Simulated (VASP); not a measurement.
The system is AlSi5.

```
Al Si
1.0
     5.30899    0.00000    0.00000
    -2.65450    4.59772    0.00000
     0.00000    0.00000    4.06295
Al Si
1 5
Cartesian
  0.0000 0.0000 0.0000
  1.3272 2.2989 2.0315
  2.6545 1.5326 0.0000
  -1.3272 2.2989 2.0315
  0.0000 3.0651 0.0000
  2.6545 0.0000 2.0315
```

| Quantity | Value |
| --- | --- |
| Program | VASP 6.6.1 |
| Task | relaxation of cell and atoms |
| Functional | PBE |
| Potentials or basis | VASP PAW PBE potentials, release 64 (Al, Si) |
| Cutoff | 600 eV |
| k mesh | 12 × 12 × 10 |
| Occupations | gaussian, width 0.1 eV |
| Spin | no spin polarisation |

At the start: pressure -0.5 GPa; volume 16.53 Å³/atom.

Problem. How do energy, volume and symmetry change on relaxing?

Solution. Over 11 steps the energy falls by 29.6 meV/atom and the volume is 16.16 Å³/atom (-2.2 %); space group P6/mmm (No. 191, to 0.05 Å).

The path:
```
step  energy change (eV)  largest force (eV/Å)  pressure (GPa)  volume (Å³)
   1              0.0000                0.0000           -0.48        99.17
   2             -0.0415                0.0000           -0.50        98.44
   3             -0.0501                0.0000           -0.47        98.04
   4             -0.0671                0.0000           -0.06        97.21
   5             -0.1437                0.0000            1.18        95.40
   6             -0.0119                0.0000            6.28        91.24
   7             -0.1488                0.0000            2.65        93.77
   8             -0.1621                0.0000            2.03        94.40
   9             -0.1553                0.0000           -1.36        98.96
  10             -0.1742                0.0000            0.46        96.26
  11             -0.1774                0.0000           -0.09        96.95
```

Final structure:
```
CELL_PARAMETERS angstrom
4.99327 0.00000 0.00000
-2.49663 4.32430 0.00000
0.00000 0.00000 4.48987
ATOMIC_POSITIONS crystal
Al 0.00000 0.00000 0.00000
Si 0.50000 0.50000 0.50000
Si 0.66667 0.33333 0.00000
Si 0.00000 0.50000 0.50000
Si 0.33333 0.66667 0.00000
Si 0.50000 0.00000 0.50000
```
